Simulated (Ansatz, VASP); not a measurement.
# NaCl in VASP and in Ansatz

```
CELL_PARAMETERS angstrom
0.00000 2.98045 2.98045
2.98045 0.00000 2.98045
2.98045 2.98045 0.00000
ATOMIC_POSITIONS crystal
Na 0.00000 0.00000 0.00000
Cl 0.25000 0.25000 0.25000
```

Change from the starting cell: hydrostatic strain -3.5%.

Alike in both runs: task single point; functional PBE; k mesh 8 × 8 × 8; occupations fermi-dirac, width 0.02 eV; no spin polarisation.

```csv
,VASP,Ansatz
version,VASP 6.6.1,Ansatz 0.2.0
potentials or method,"VASP PAW PBE potentials, release 64 (Na_pv, Cl)","plane waves, PAW"
plane-wave cutoff (eV),520,420
valence electrons in the cell,14,16
```

```csv
,VASP,Ansatz,Ansatz less VASP
gap on the k mesh at the Fermi level (eV),5.21,5.21,+0.002
pressure (GPa),3.3,3.3,-0.01
```

VASP's potentials hold 14 valence electrons a cell and Ansatz's 16, so a difference there can come from the potentials and not from the codes.
